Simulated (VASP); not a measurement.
# Ge (Pm-3m) in VASP: further runs

The runs below take Ge through single point, with LDA, PBEsol, r2SCAN.

Everything below comes from runs of VASP 6.6.1. Logs are shortened: lines on timing, memory, paths and dates and some standing lists are left out, and cuts for length are marked.

## (1) The cell of the first run

The structure is cubic, space group Pm-3m (No. 221). The conventional cell has a = 2.710 Å, b = 2.710 Å, c = 2.710 Å, α = 90.00°, β = 90.00°, γ = 90.00°. Within 3.6 Å of Ge (site symmetry m-3m) lie 6 Ge at 2.71 Å.

This isn't the form of Ge at room conditions, which is diamond.

## (2) Single point, LDA

File INCAR:

```
ALGO = Normal ; EDIFF = 1E-7
ENCUT = 520 ; ISIF = 2
ISMEAR = -1 ; LASPH = True
LCHARG = False ; LREAL = False
LWAVE = False ; NBANDS = 13
NELM = 80 ; PREC = Accurate
SIGMA = 0.05
```

File KPOINTS:

```
k-points
0
Gamma
  6 6 6
```

File POSCAR:

```
Ge
1.0
    2.7104700000      0.0000000000      0.0000000000
    0.0000000000      2.7104700000      0.0000000000
    0.0000000000      0.0000000000      2.7104700000
Ge
1
Direct
    0.0000000000      0.0000000000      0.0000000000
```

Potentials or basis: VASP PAW LDA potentials, release 64 (Ge_d).

Started as:

```sh
$ cat potpaw_LDA.64/Ge_d/POTCAR > POTCAR
$ mpirun -np 1 vasp_std > vasp.out
```

OUTCAR:

```text
EDIFF = 1E-7
   ENCUT = 520
   ISIF = 2
   ISMEAR = -1
   LASPH = True
   LREAL = False
   NELM = 80
   PREC = Accurate

 ion  position               nearest neighbor table
   1  0.000  0.000  0.000-

  LATTYP: Found a simple cubic cell.
 ALAT       =     2.7104700000

  Lattice vectors:

 A1 = (   2.7104700000,   0.0000000000,   0.0000000000)
 A2 = (   0.0000000000,   2.7104700000,   0.0000000000)
 A3 = (   0.0000000000,   0.0000000000,   2.7104700000)

Analysis of symmetry for initial positions (statically):
=====================================================================
 Subroutine PRICEL returns:
 Original cell was already a primitive cell.

 Routine SETGRP: Setting up the symmetry group for a
 simple cubic supercell.

 Subroutine GETGRP returns: Found 48 space group operations
 (whereof 48 operations were pure point group operations)
 out of a pool of 48 trial point group operations.

The static configuration has the point symmetry O_h .

Analysis of symmetry for dynamics (positions and initial velocities):
=====================================================================
 Subroutine PRICEL returns:
 Original cell was already a primitive cell.

 Routine SETGRP: Setting up the symmetry group for a
 simple cubic supercell.

 Subroutine GETGRP returns: Found 48 space group operations
 (whereof 48 operations were pure point group operations)
 out of a pool of 48 trial point group operations.

The dynamic configuration has the point symmetry O_h .

 Subroutine INISYM returns: Found 48 space group operations
 (whereof 48 operations are pure point group operations),
 and found     1 'primitive' translations

----------------------------------------------------------------------------------------

                                     Primitive cell

  volume of cell :      19.9129

  direct lattice vectors                    reciprocal lattice vectors
     2.710470000  0.000000000  0.000000000     0.368939704  0.000000000  0.000000000
     0.000000000  2.710470000  0.000000000     0.000000000  0.368939704  0.000000000
     0.000000000  0.000000000  2.710470000     0.000000000  0.000000000  0.368939704

  length of vectors
     2.710470000  2.710470000  2.710470000     0.368939704  0.368939704  0.368939704

  position of ions in fractional coordinates (direct lattice)
     0.000000000  0.000000000  0.000000000

  ion indices of the primitive-cell ions
   primitive index   ion index
                 1           1

----------------------------------------------------------------------------------------

 KPOINTS: k-points

Automatic generation of k-mesh.
 Grid dimensions read from file:
 generate k-points for:    6    6    6

 Generating k-lattice:

  Cartesian coordinates                     Fractional coordinates (reciprocal lattice)
     0.061489951  0.000000000  0.000000000     0.166666667  0.000000000  0.000000000
     0.000000000  0.061489951  0.000000000     0.000000000  0.166666667  0.000000000
     0.000000000  0.000000000  0.061489951     0.000000000  0.000000000  0.166666667

  Length of vectors
     0.061489951  0.061489951  0.061489951

  Shift w.r.t. Gamma in fractional coordinates (k-lattice)
     0.000000000  0.000000000  0.000000000

 Subroutine IBZKPT returns following result:
 ===========================================

 Found     20 irreducible k-points:

 Following reciprocal coordinates:
            Coordinates               Weight
  0.000000  0.000000  0.000000      1.000000
  0.166667  0.000000  0.000000      6.000000
  0.333333  0.000000  0.000000      6.000000
  0.500000  0.000000  0.000000      3.000000
  0.166667  0.166667  0.000000     12.000000
  0.333333  0.166667  0.000000     24.000000
[... 12 lines left out ...]
  0.500000  0.500000  0.333333      6.000000
  0.500000  0.500000  0.500000      1.000000
   k-points           NKPTS =     20   k-points in BZ     NKDIM =     20   number of bands    NBANDS=     13
   number of dos      NEDOS =    301   number of ions     NIONS =      1
   total plane-waves  NPLWV =   8000
   dimension x,y,z NGX =    20 NGY =   20 NGZ =   20
   dimension x,y,z NGXF=    40 NGYF=   40 NGZF=   40
   ions per type =               1
   NGX,Y,Z   is equivalent  to a cutoff of  12.27, 12.27, 12.27 a.u.
   NGXF,Y,Z  is equivalent  to a cutoff of  24.53, 24.53, 24.53 a.u.
 SYSTEM =  unknown system
   PREC   = accura    normal or accurate (medium, high low for compatibility)
   ISTART =      0    job   : 0-new  1-cont  2-samecut
   ICHARG =      2    charge: 1-file 2-atom 10-const
   ISPIN  =      1    spin polarized calculation?
   LNONCOLLINEAR =      F non collinear calculations
   LSORBIT =      F    spin-orbit coupling
   LASPH  =      T    aspherical Exc in radial PAW
   ENCUT  =  520.0 eV  38.22 Ry    6.18 a.u.   5.04  5.04  5.04*2*pi/ulx,y,z
   NELM   =     80;   NELMIN=  2; NELMDL= -5     # of ELM steps
   EDIFF  = 0.1E-06   stopping-criterion for ELM
   LREAL  =      F    real-space projection
   EDIFFG = 0.1E-05   stopping-criterion for IOM
   NSW    =      0    number of steps for IOM
   IBRION =     -1    ionic relax: 0-MD 1-quasi-New 2-CG
   NFREE  =      0    steps in history (QN), initial steepest desc. (CG)
   ISIF   =      2    stress and relaxation
   ISYM   =      2    0-nonsym 1-usesym 2-fastsym
   POTIM  = 0.5000    time-step for ionic-motion
   TEBEG  =    0.0;   TEEND  =   0.0 temperature during run
   PSTRESS=    0.0 pullay stress
   NELECT =      14.0000    total number of electrons
   NUPDOWN=      -1.0000    fix difference up-down
   EMIN   =  10.00;   EMAX   =-10.00  energy-range for DOS
   EFERMI =   0.00;   METHOD = LEGACY
   ISMEAR =    -1;   SIGMA  =   0.05  broadening in eV -4-tet -1-fermi 0-gaus
   EFERMI_NEDOS =   21; number of points for ismear=-14 and -15
   IALGO  =     38    algorithm
   IMIX   =      4    mixing-type and parameters
     AMIX     =   0.40;   BMIX     =  1.00
     AMIX_MAG =   1.60;   BMIX_MAG =  1.00
  volume/ion in A,a.u.               =      19.91       134.38
  Fermi-wavevector in a.u.,A,eV,Ry     =   1.455703  2.750881 28.831731  2.119072
  Thomas-Fermi vector in A             =   2.572707
   LORBIT       =      0    0 simple, 1 ext, 2 COOP (PROOUT), +10 PAW based schemes
   GGA     = CA    functional components
   LHFCALC =     F    Hartree Fock is set to
   AEXX    =    0.0000 exact exchange contribution
   IVDW    =     0    specifies the selected vdW correction
   LEPSILON=     F    determine dielectric tensor
   LRPA    =     F    only Hartree local field effects (RPA)
 non-spin polarized calculation
  energy-cutoff  :      520.00
  volume of cell :       19.91
 maximum number of plane-waves:       554
   NGX = 11   NGY = 11   NGZ = 11

 number of electron      13.9999969 magnetization

 Free energy of the ion-electron system (eV)
  ---------------------------------------------------
  ext. energy  EPLUGINS =         0.00000000
  ---------------------------------------------------
  free energy    TOTEN  =        -4.97439201 eV

  energy without entropy =       -4.96695436  energy(sigma->0) =       -4.97067318

 E-fermi :   5.6850     XC(G=0): -11.2041

 val. band max:        5.2223943889   @ k =   0.3333   0.3333   0.0000
 cond. band min:       5.7107387911   @ k =   0.3333   0.3333   0.1667
 fundamental gap:      0.4883444023
 Fermi energy:         5.6849697984

 k-point     1 :       0.0000    0.0000    0.0000
  band No.  band energies     occupation
      1     -19.1322      2.00000
      2     -19.1322      2.00000
      3     -18.8877      2.00000
      4     -18.8877      2.00000
      5     -18.8877      2.00000
      6      -7.1047      2.00000
      7      12.1471      0.00000
      8      12.1471      0.00000
      9      12.1471      0.00000
     10      15.7592      0.00000
     11      15.7592      0.00000
     12      18.0135      0.00000
     13      34.3249      0.00000

 k-point     2 :       0.1667    0.0000    0.0000
  band No.  band energies     occupation
      1     -19.1289      2.00000
      2     -19.0843      2.00000
      3     -18.9036      2.00000
      4     -18.9036      2.00000
      5     -18.8863      2.00000
      6      -6.5657      2.00000
      7       7.6977      0.00000
      8      12.6529      0.00000
      9      12.6529      0.00000
     10      16.2398      0.00000
     11      17.6651      0.00000
     12      21.9130      0.00000
     13      28.5927      0.00000

 k-point     3 :       0.3333    0.0000    0.0000
  band No.  band energies     occupation
      1     -19.1223      2.00000
      2     -18.9891      2.00000
      3     -18.9353      2.00000
      4     -18.9353      2.00000
      5     -18.8837      2.00000
      6      -5.0078      2.00000
      7       2.8184      2.00000
      8      13.9668      0.00000
      9      13.9668      0.00000
     10      17.6131      0.00000
     11      19.1567      0.00000
     12      24.0401      0.00000
     13      24.0401      0.00000
[... 241 lines left out ...]
 k-point    19 :       0.5000    0.5000    0.3333
  band No.  band energies     occupation
      1     -19.0320      2.00000
      2     -19.0074      2.00000
      3     -19.0074      2.00000
      4     -18.8652      2.00000
      5     -18.8116      2.00000
      6       2.6065      2.00000
      7       4.9480      2.00000
      8       4.9480      2.00000
      9       9.3888      0.00000
     10      10.9309      0.00000
     11      14.6865      0.00000
     12      14.6865      0.00000
     13      18.0410      0.00000

 k-point    20 :       0.5000    0.5000    0.5000
  band No.  band energies     occupation
      1     -19.0286      2.00000
      2     -19.0286      2.00000
      3     -19.0286      2.00000
      4     -18.8106      2.00000
      5     -18.8106      2.00000
      6       4.9145      2.00000
      7       5.9465      0.01064
      8       5.9465      0.01064
      9       5.9465      0.01064
     10      12.6115      0.00000
     11      12.6115      0.00000
     12      12.6115      0.00000
     13      15.2453      0.00000

------------------------ aborting loop because EDIFF is reached ----------------------------------------

  FORCE on cell =-STRESS in cart. coord.  units (eV):
  Direction    XX          YY          ZZ          XY          YZ          ZX
  --------------------------------------------------------------------------------------
  -------------------------------------------------------------------------------------
  Total       -0.6695439     -0.6695439     -0.6695439      0.0000000     -0.0000000     -0.0000000
  in kB      -53.8710990    -53.8710990    -53.8710990      0.0000000     -0.0000000     -0.0000000
  external PRESSURE =     -53.8710990 kB  Pullay stress =       0.0000000 kB

 VOLUME and BASIS-vectors are now :
 -----------------------------------------------------------------------------
  energy-cutoff  :      520.00
  volume of cell :       19.91
      direct lattice vectors                 reciprocal lattice vectors
     2.710470000  0.000000000  0.000000000     0.368939704  0.000000000  0.000000000
     0.000000000  2.710470000  0.000000000     0.000000000  0.368939704  0.000000000
     0.000000000  0.000000000  2.710470000     0.000000000  0.000000000  0.368939704

 POSITION                                       TOTAL-FORCE (eV/Angst)
 -----------------------------------------------------------------------------------
      0.00000      0.00000      0.00000         0.000000      0.000000      0.000000
 -----------------------------------------------------------------------------------
    total drift:                               -0.000000      0.000000      0.000000

  FREE ENERGIE OF THE ION-ELECTRON SYSTEM (eV)
  ---------------------------------------------------
  free  energy   TOTEN  =        -4.9743920064 eV

  energy  without entropy=       -4.9669543594  energy(sigma->0) =       -4.97067318
```

It took 3.1 s on 1 thread of Intel Xeon 8259CL, shared host; peak memory 0.12 GiB.

What came out:

```
Free energy            : -4.9744 eV
Pressure               : -5.4 GPa
Band gap on the k mesh : zero (bands 7 and 8 overlap by 9.02 eV)
```

Caveat: the k points lie up to 0.39 Å⁻¹ apart, too coarse for converged energies and pressures of a metal.

(Part 1 of 2 ends here.)

The gap in the log of VASP goes by the Fermi energy; the results here count the filled bands.